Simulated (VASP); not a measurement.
# Ti (Cmme) in VASP: a series of runs

Runs on Ti. Level: PBE. Tasks: single point, relaxation of cell and atoms.

Program: VASP 6.6.1. These are calculated values, not measurements. Logs are shortened: lines on timing, memory, paths and dates and some standing lists are left out, and cuts for length are marked.

### Step 1. The cell of the first run

The structure is orthorhombic, space group Cmme (No. 67). Conventional cell: a = 3.294 Å, b = 4.673 Å, c = 4.593 Å, α = 90.00°, β = 90.00°, γ = 90.00°. Ti (site symmetry mm2) has 12 Ti at 2.61 to 3.29 Å within 3.4 Å.

### Step 2. Single point, PBE

File INCAR:

```
SYSTEM = Ti
ALGO     = Fast           ! electronic algorithm
EDIFF    = 1E-6           ! SCF threshold, eV
ENCUT    = 520            ! plane-wave cutoff, eV
GGA      = PE             ! functional
ISIF     = 2              ! what is computed and relaxed
ISMEAR   = 0              ! smearing method
LASPH    = .TRUE.         ! aspherical terms in the spheres
LCHARG   = .TRUE.         ! write CHGCAR
LELF     = .TRUE.         ! ELF
LREAL    = .FALSE.        ! projectors in reciprocal space
LVHAR    = .TRUE.       
LWAVE    = .FALSE.        ! write WAVECAR
NBANDS   = 19             ! bands
NELM     = 100            ! most SCF steps
PREC     = Accurate       ! precision mode
SIGMA    = 0.1            ! smearing width, eV
```

File KPOINTS:

```
k-points
0
G
  6 6 4
  0 0 0
```

File POSCAR:

```
Ti
1.0
    1.6470923000     -2.3365693100      0.0000000000
    1.6470923000      2.3365693100      0.0000000000
    0.0000000000      0.0000000000      4.5925278600
Ti
2
Direct
    0.2500000000      0.7500000000      0.2801629900
    0.7500000000      0.2500000000      0.7198370100
```

Potentials or basis: VASP PAW PBE potentials, release 64 (Ti_sv).

On the command line:

```console
cat potpaw_PBE.64/Ti_sv/POTCAR > POTCAR
mpirun -np 1 vasp_std > vasp.out
```

OUTCAR:

```text
SYSTEM = Ti
   EDIFF = 1E-6
   ENCUT = 520
   GGA = PE
   ISIF = 2
   ISMEAR = 0
   LASPH = .TRUE.
   LREAL = .FALSE.
   NELM = 100
   PREC = Accurate

 ion  position               nearest neighbor table
   1  0.250  0.750  0.280-   2 2.61   2 2.61
   2  0.750  0.250  0.720-   1 2.61   1 2.61

  LATTYP: Found a base centered orthorhombic cell.
 ALAT       =     3.2941846000
 B/A-ratio  =     1.4186025337
 C/A-ratio  =     1.3941319075

  Lattice vectors:

 A1 = (   1.6470923000,  -2.3365693100,   0.0000000000)
 A2 = (   1.6470923000,   2.3365693100,   0.0000000000)
 A3 = (   0.0000000000,   0.0000000000,   4.5925278600)

Analysis of symmetry for initial positions (statically):
=====================================================================
 Subroutine PRICEL returns:
 Original cell was already a primitive cell.

 Routine SETGRP: Setting up the symmetry group for a
 base centered orthorhombic supercell.

 Subroutine GETGRP returns: Found  8 space group operations
 (whereof  4 operations were pure point group operations)
 out of a pool of  8 trial point group operations.

The static configuration has the point symmetry C_2h.
 The point group associated with its full space group is D_2h.

Analysis of symmetry for dynamics (positions and initial velocities):
=====================================================================
 Subroutine PRICEL returns:
 Original cell was already a primitive cell.

 Routine SETGRP: Setting up the symmetry group for a
 base centered orthorhombic supercell.

 Subroutine GETGRP returns: Found  8 space group operations
 (whereof  4 operations were pure point group operations)
 out of a pool of  8 trial point group operations.

The dynamic configuration has the point symmetry C_2h.
 The point group associated with its full space group is D_2h.

 Subroutine INISYM returns: Found  8 space group operations
 (whereof  4 operations are pure point group operations),
 and found     1 'primitive' translations

----------------------------------------------------------------------------------------

                                     Primitive cell

  volume of cell :      35.3491

  direct lattice vectors                    reciprocal lattice vectors
     1.647092300 -2.336569310  0.000000000     0.303565259 -0.213988944  0.000000000
     1.647092300  2.336569310  0.000000000     0.303565259  0.213988944  0.000000000
     0.000000000  0.000000000  4.592527860     0.000000000  0.000000000  0.217745005

  length of vectors
     2.858753082  2.858753082  4.592527860     0.371406966  0.371406966  0.217745005

  position of ions in fractional coordinates (direct lattice)
     0.250000000  0.750000000  0.280162990
     0.750000000  0.250000000  0.719837010

  ion indices of the primitive-cell ions
   primitive index   ion index
                 1           1
                 2           2

----------------------------------------------------------------------------------------

 KPOINTS: k-points

Automatic generation of k-mesh.
 Grid dimensions read from file:
 generate k-points for:    6    6    4

 Generating k-lattice:

  Cartesian coordinates                     Fractional coordinates (reciprocal lattice)
     0.050594210 -0.035664824  0.000000000     0.166666667 -0.000000000  0.000000000
     0.050594210  0.035664824  0.000000000    -0.000000000  0.166666667  0.000000000
     0.000000000  0.000000000  0.054436251     0.000000000  0.000000000  0.250000000

  Length of vectors
     0.061901161  0.061901161  0.054436251

  Shift w.r.t. Gamma in fractional coordinates (k-lattice)
     0.000000000  0.000000000  0.000000000

 Subroutine IBZKPT returns following result:
 ===========================================

 Found     39 irreducible k-points:

 Following reciprocal coordinates:
            Coordinates               Weight
  0.000000  0.000000  0.000000      1.000000
  0.166667  0.000000  0.000000      4.000000
  0.333333  0.000000  0.000000      4.000000
  0.500000  0.000000  0.000000      2.000000
  0.166667  0.166667  0.000000      2.000000
  0.333333  0.166667  0.000000      4.000000
[... 16 lines left out ...]
  0.333333  0.333333  0.250000      4.000000
  0.500000  0.333333  0.250000      8.000000
 [... further k-points ...]
   k-points           NKPTS =     39   k-points in BZ     NKDIM =     39   number of bands    NBANDS=     19
   number of dos      NEDOS =    301   number of ions     NIONS =      2
   total plane-waves  NPLWV =  20736
   dimension x,y,z NGX =    24 NGY =   24 NGZ =   36
   dimension x,y,z NGXF=    48 NGYF=   48 NGZF=   72
   ions per type =               2
   NGX,Y,Z   is equivalent  to a cutoff of  13.96, 13.96, 13.03 a.u.
   NGXF,Y,Z  is equivalent  to a cutoff of  27.91, 27.91, 26.06 a.u.
 SYSTEM =  Ti
   PREC   = accura    normal or accurate (medium, high low for compatibility)
   ISTART =      0    job   : 0-new  1-cont  2-samecut
   ICHARG =      2    charge: 1-file 2-atom 10-const
   ISPIN  =      1    spin polarized calculation?
   LNONCOLLINEAR =      F non collinear calculations
   LSORBIT =      F    spin-orbit coupling
   LASPH  =      T    aspherical Exc in radial PAW
   ENCUT  =  520.0 eV  38.22 Ry    6.18 a.u.   5.32  5.32  8.54*2*pi/ulx,y,z
   NELM   =    100;   NELMIN=  2; NELMDL= -5     # of ELM steps
   EDIFF  = 0.1E-05   stopping-criterion for ELM
   LREAL  =      F    real-space projection
   EDIFFG = 0.1E-04   stopping-criterion for IOM
   NSW    =      0    number of steps for IOM
   IBRION =     -1    ionic relax: 0-MD 1-quasi-New 2-CG
   NFREE  =      0    steps in history (QN), initial steepest desc. (CG)
   ISIF   =      2    stress and relaxation
   ISYM   =      2    0-nonsym 1-usesym 2-fastsym
   POTIM  = 0.5000    time-step for ionic-motion
   TEBEG  =    0.0;   TEEND  =   0.0 temperature during run
   PSTRESS=    0.0 pullay stress
   NELECT =      24.0000    total number of electrons
   NUPDOWN=      -1.0000    fix difference up-down
   EMIN   =  10.00;   EMAX   =-10.00  energy-range for DOS
   EFERMI =   0.00;   METHOD = LEGACY
   ISMEAR =     0;   SIGMA  =   0.10  broadening in eV -4-tet -1-fermi 0-gaus
   EFERMI_NEDOS =   21; number of points for ismear=-14 and -15
   IALGO  =     68    algorithm
   IMIX   =      4    mixing-type and parameters
     AMIX     =   0.40;   BMIX     =  1.00
     AMIX_MAG =   1.60;   BMIX_MAG =  1.00
  volume/ion in A,a.u.               =      17.67       119.27
  Fermi-wavevector in a.u.,A,eV,Ry     =   1.438862  2.719055 28.168462  2.070324
  Thomas-Fermi vector in A             =   2.557782
   LORBIT       =      0    0 simple, 1 ext, 2 COOP (PROOUT), +10 PAW based schemes
   GGA     = PE    functional components
   LHFCALC =     F    Hartree Fock is set to
   AEXX    =    0.0000 exact exchange contribution
   IVDW    =     0    specifies the selected vdW correction
   LEPSILON=     F    determine dielectric tensor
   LRPA    =     F    only Hartree local field effects (RPA)
 non-spin polarized calculation
 RMM-DIIS sequential band-by-band and
 Gauss-broadening in eV      SIGMA  =   0.10
  energy-cutoff  :      520.00
  volume of cell :       35.35
 maximum number of plane-waves:       970
 NGX is ok and might be reduce to    24
   NGX = 11   NGY = 11   NGZ = 17

 number of electron      24.0000001 magnetization

 Free energy of the ion-electron system (eV)
  ---------------------------------------------------
  ext. energy  EPLUGINS =         0.00000000
  ---------------------------------------------------
  free energy    TOTEN  =       -15.34403155 eV

  energy without entropy =      -15.31954525  energy(sigma->0) =      -15.33178840

 E-fermi :   7.8966     XC(G=0): -11.3742

 val. band max:        7.8726999414   @ k =  -0.3333   0.3333   0.2500
 cond. band min:       7.9032083414   @ k =   0.1667   0.1667   0.5000
 fundamental gap:      0.0305084000
 Fermi energy:         7.8966339213

 k-point     1 :       0.0000    0.0000    0.0000
  band No.  band energies     occupation
      1     -48.6527      2.00000
      2     -48.4702      2.00000
      3     -25.2097      2.00000
      4     -24.7748      2.00000
      5     -24.5146      2.00000
      6     -24.5129      2.00000
[... 11 lines left out ...]
     18      10.8483      0.00000
     19      10.9023      0.00000

 k-point     2 :       0.1667    0.0000    0.0000
  band No.  band energies     occupation
      1     -48.6263      2.00000
      2     -48.4680      2.00000
      3     -25.1638      2.00000
      4     -24.8475      2.00000
      5     -24.6064      2.00000
      6     -24.5641      2.00000
[... 11 lines left out ...]
     18      10.7047      0.00000
     19      11.2184      0.00000

 k-point     3 :       0.3333    0.0000    0.0000
  band No.  band energies     occupation
      1     -48.5643      2.00000
      2     -48.4725      2.00000
      3     -25.0904      2.00000
      4     -25.0195      2.00000
      5     -24.7797      2.00000
      6     -24.6355      2.00000
[... 11 lines left out ...]
     18      10.9004      0.00000
     19      11.0946      0.00000

 k-point     4 :       0.5000    0.0000    0.0000
  band No.  band energies     occupation
      1     -48.5039      2.00000
      2     -48.5039      2.00000
      3     -25.1081      2.00000
      4     -25.1081      2.00000
      5     -24.7374      2.00000
      6     -24.7374      2.00000
[... 11 lines left out ...]
     18      11.0565      0.00000
     19      12.8911      0.00000

 k-point     5 :       0.1667    0.1667    0.0000
  band No.  band energies     occupation
      1     -48.5827      2.00000
      2     -48.4786      2.00000
      3     -25.0923      2.00000
      4     -24.9127      2.00000
      5     -24.6705      2.00000
      6     -24.6121      2.00000
[... 11 lines left out ...]
     18      11.0452      0.00000
     19      11.0930      0.00000
[... 334 lines left out ...]
      2     -48.4506      2.00000
      3     -25.0908      2.00000
      4     -24.9647      2.00000
      5     -24.8219      2.00000
      6     -24.6672      2.00000
[... 11 lines left out ...]
     18      11.1607      0.00000
     19      11.4055      0.00000

 k-point    22 :      -0.1667    0.1667    0.2500
  band No.  band energies     occupation
      1     -48.6116      2.00000
      2     -48.4630      2.00000
      3     -25.1007      2.00000
      4     -24.8135      2.00000
      5     -24.6781      2.00000
      6     -24.6298      2.00000
[... 11 lines left out ...]
     18      11.1026      0.00000
     19      11.8467      0.00000

 k-point    23 :       0.3333    0.3333    0.2500
  band No.  band energies     occupation
      1     -48.5056      2.00000
      2     -48.4574      2.00000
      3     -25.0823      2.00000
      4     -25.0113      2.00000
      5     -24.9786      2.00000
      6     -24.8088      2.00000
[... 11 lines left out ...]
     18      11.2325      0.00000
     19      13.1907      0.00000

 k-point    24 :       0.5000    0.3333    0.2500
  band No.  band energies     occupation
      1     -48.5246      2.00000
      2     -48.4227      2.00000
      3     -25.0869      2.00000
      4     -25.0420      2.00000
      5     -24.9451      2.00000
      6     -24.8426      2.00000
[... 11 lines left out ...]
     18      11.7844      0.00000
     19      12.8757      0.00000

 [... further k-points ...]
[... 5 lines left out ...]
  --------------------------------------------------------------------------------------
  -------------------------------------------------------------------------------------
  Total        0.3895593     -1.1170769      0.2881905      0.0000000     -0.0000000      0.0000000
  in kB       17.6565458    -50.6308561     13.0620639      0.0000000     -0.0000000      0.0000000
  external PRESSURE =      -6.6374154 kB  Pullay stress =       0.0000000 kB

 VOLUME and BASIS-vectors are now :
 -----------------------------------------------------------------------------
  energy-cutoff  :      520.00
  volume of cell :       35.35
      direct lattice vectors                 reciprocal lattice vectors
     1.647092300 -2.336569310  0.000000000     0.303565259 -0.213988944  0.000000000
     1.647092300  2.336569310  0.000000000     0.303565259  0.213988944  0.000000000
     0.000000000  0.000000000  4.592527860     0.000000000  0.000000000  0.217745005

 POSITION                                       TOTAL-FORCE (eV/Angst)
 -----------------------------------------------------------------------------------
      1.64709      1.16828      1.28666        -0.000000      0.000000     -0.618821
      1.64709     -1.16828      3.30587         0.000000      0.000000      0.618821
 -----------------------------------------------------------------------------------
    total drift:                                0.000000      0.000000      0.000000

  FREE ENERGIE OF THE ION-ELECTRON SYSTEM (eV)
  ---------------------------------------------------
  free  energy   TOTEN  =       -15.3440315461 eV

  energy  without entropy=      -15.3195452452  energy(sigma->0) =      -15.33178840
```

Wall time 64 s (1 thread of AMD EPYC 9R14 (Zen 4), shared host); peak memory 0.12 GiB.

What came out:

| Quantity | Value |
| --- | --- |
| Free energy | -15.3440 eV |
| Pressure | -0.7 GPa |
| Largest force | 0.619 eV/Å |
| Band gap on the k mesh | zero (band 12 reaches 8.43 eV, above the bottom of band 13 at 7.58 eV) |

Forces on the atoms (eV/Å):
```
Ti   0.000  0.000 -0.619
Ti   0.000  0.000  0.619
```

Levels at points of the mesh, in eV from the Fermi level:
| k point | band 9 | band 10 | band 11 | band 12 | band 13 | band 14 | band 15 | band 16 |
| --- | --- | --- | --- | --- | --- | --- | --- | --- |
| (0.00, 0.00, 0.00) | -5.87 | -2.48 | -0.49 | 0.54 | 0.75 | 1.16 | 1.77 | 2.68 |
| (0.50, 0.00, 0.00) | -1.79 | -1.79 | -0.51 | -0.51 | 0.07 | 0.07 | 2.47 | 2.47 |
| (0.50, 0.50, 0.00) | -2.39 | -2.14 | -2.03 | -0.53 | 1.05 | 2.91 | 2.95 | 3.73 |
| (0.00, 0.00, 0.50) | -4.06 | -3.91 | -0.35 | -0.14 | 0.70 | 1.42 | 1.56 | 2.38 |
| (0.50, 0.00, 0.50) | -2.39 | -2.39 | -0.34 | -0.34 | 1.12 | 1.12 | 2.65 | 2.65 |
| (0.50, 0.50, 0.50) | -1.62 | -1.47 | -1.33 | -0.69 | 0.46 | 1.62 | 1.97 | 2.39 |

Caveat: the k points lie up to 0.39 Å⁻¹ apart.

### Step 3. Relaxation of cell and atoms, PBE

File INCAR:

```
SYSTEM = Ti
ALGO = Fast
EDIFF = 1E-7
EDIFFG = -0.04
ENCUT = 600
GGA = PE
IBRION = 2
ISIF = 3
ISMEAR = 0
LASPH = .True.
LCHARG = .False.
LREAL = .False.
LWAVE = .False.
NELM = 60
NSW = 90
PREC = Accurate
SIGMA = 0.1
```

File KPOINTS:

```
k-points
0
Gamma
  6 6 4
  0 0 0
```

POSCAR is that of step 2.

Potentials or basis: VASP PAW PBE potentials, release 64 (Ti_sv).

On the command line:

```console
cat potpaw_PBE.64/Ti_sv/POTCAR > POTCAR
mpirun -np 1 vasp_std > vasp.out
```

It took 24 min on 1 thread of AMD EPYC 9R14 (Zen 4), shared host; peak memory 0.14 GiB.

It converged, with:

| Item | Value |
| --- | --- |
| Free energy | -15.5702 eV |
| Relaxed volume | 17.39 Å³/atom |
| Relaxed cell | a = 2.915 Å, b = 2.915 Å, c = 4.095 Å, α = 90.00°, β = 90.00°, γ = 90.69° |
| Space group after relaxing (to 0.05 Å) | Fm-3m (No. 225) |
| Energy gained by relaxing | 113.3 meV/atom |
| Ionic steps | 24 |
| Pressure after relaxing | -0.1 GPa |
| Largest force after relaxing | 0.012 eV/Å |
| Band gap on the k mesh | zero (band 12 reaches 9.00 eV, above the bottom of band 13 at 7.82 eV) |

Forces in eV/Å, atoms in the order of the input:
```
Ti   0.000  0.000  0.012
Ti   0.000  0.000 -0.012
```

Stress tensor (GPa, compression positive):
```
 0.03  0.00  0.00
 0.00 -0.27  0.00
 0.00  0.00 -0.06
```

Step by step:
```tsv
step	energy change (eV)	largest force (eV/Å)	pressure (GPa)	volume (Å³)
1	0.0000	0.6192	-0.49	35.35
2	-0.0574	0.3248	-0.48	35.06
3	-0.0855	0.0429	0.05	34.64
4	-0.0856	0.0300	0.08	34.60
5	-0.0857	0.0215	0.11	34.58
6	-0.0902	0.0015	-0.03	34.63
7	-0.1053	0.0769	-0.47	34.77
8	-0.1572	0.1626	-0.52	34.89
9	-0.1720	0.0673	0.40	34.55
10	-0.1791	0.0037	0.02	34.70
11	-0.1813	0.0089	-0.07	34.74
12	-0.1840	0.0271	-0.34	34.83
13	-0.1864	0.0215	-0.23	34.79
14	-0.1936	0.0172	0.16	34.67
15	-0.2066	0.0132	0.90	34.43
16	-0.2115	0.0545	2.69	33.91
17	-0.2139	0.0271	2.09	34.09
18	-0.2189	0.0370	1.29	34.35
19	-0.2214	0.0438	0.29	34.68
20	-0.2216	0.0452	0.13	34.75
21	-0.2227	0.0362	0.07	34.75
22	-0.2253	0.0135	-0.02	34.77
23	-0.2262	0.0287	-0.13	34.79
24	-0.2265	0.0124	-0.10	34.79
```

Final structure:
```cif
data_structure
_symmetry_space_group_name_H-M 'P 1'
_symmetry_Int_Tables_number 1
_cell_length_a 2.9146
_cell_length_b 2.9146
_cell_length_c 4.0953
_cell_angle_alpha 90.000
_cell_angle_beta 90.000
_cell_angle_gamma 90.692
_cell_volume 34.79
loop_
_atom_site_label
_atom_site_type_symbol
_atom_site_fract_x
_atom_site_fract_y
_atom_site_fract_z
_atom_site_occupancy
Ti1 Ti 0.25000 0.75000 0.24960 1
Ti2 Ti 0.75000 0.25000 0.75040 1
```

Levels at points of the mesh, in eV from the Fermi level:
```csv
k point,band 10,band 11,band 12,band 13,band 14,band 15
"(0.00, 0.00, 0.00)",-2.55,-1.71,0.81,0.90,0.91,2.44
"(0.50, 0.00, 0.00)",-2.12,-0.30,-0.30,0.00,0.00,1.68
"(0.50, 0.50, 0.00)",-2.55,-1.71,-1.68,2.70,3.55,3.56
"(0.00, 0.00, 0.50)",-3.76,-0.57,-0.55,1.20,1.23,1.98
"(0.50, 0.00, 0.50)",-2.57,0.65,0.65,0.71,0.71,0.82
"(0.50, 0.50, 0.50)",-1.49,-0.42,-0.42,-0.35,-0.34,2.14
```

Caveat: the k points lie up to 0.38 Å⁻¹ apart in the final cell.
